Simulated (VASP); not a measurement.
Set up this calculation in VASP 6.6.1, as the native input.

- Task: single point
- Functional: PBE
- Potentials or basis: VASP PAW PBE potentials, release 64 (Rh_pv, C)
- Cutoff: 520 eV
- k mesh: 6 × 6 × 6
- Occupations: gaussian, width 0.0262 eV
- Spin: no spin polarisation
- Dipole correction: no
- Further INCAR settings: ALGO = Normal; EDIFF = 1e-06; NBANDS = 45

The structure of Rh4C3 lies in POSCAR:

```
Rh4C3
1.0
    3.2239530000      0.0000000000      0.0000000000
   -1.6119760000      2.7920260000      0.0000000000
   -1.6119760000      0.9306750000      8.0639200000
Rh C
4 3
Direct
    0.1280000000      0.8720000000      0.3840000000
    0.8720000000      0.1280000000      0.6160000000
    0.2930000000      0.7070000000      0.8790000000
    0.7070000000      0.2930000000      0.1210000000
    0.2170000000      0.7830000000      0.6510000000
    0.7830000000      0.2170000000      0.3490000000
    0.0000000000      0.0000000000      0.0000000000
```

The input as run:

INCAR

```
PREC = Accurate
ENCUT = 520
EDIFF = 1E-6
ISMEAR = 0
SIGMA = 0.0262
LREAL = False
LASPH = True
NELM = 100
ALGO = Normal
ISIF = 2
LWAVE = False
LCHARG = True
GGA = PE
LELF = True
LVHAR = True
NBANDS = 45
```

KPOINTS

```
regular mesh
0
Gamma
  6 6 6
```

Potentials or basis: VASP PAW PBE potentials, release 64 (Rh_pv, C).

Run with:

```bash
$ cat potpaw_PBE.64/Rh_pv/POTCAR potpaw_PBE.64/C/POTCAR > POTCAR
$ mpirun -np 1 vasp_std > vasp.out
```

Results of the run:

```json
{
 "Pressure": "51.4 GPa",
 "Largest force": "1.521 eV/Å",
 "Band gap on the k mesh": "zero (bands 36 and 37 overlap by 1.55 eV)"
}
```

Caveat: the k points lie up to 0.38 Å⁻¹ apart, too coarse for converged energies and pressures of a metal; forces of over 1 eV/Å act on the atoms, so gaps and moduli don't describe the material at rest.

It took 41 s on 1 thread of Intel(R) Xeon(R) 6975P-C (Granite Rapids), with other jobs on the host, peak memory 0.23 GiB.
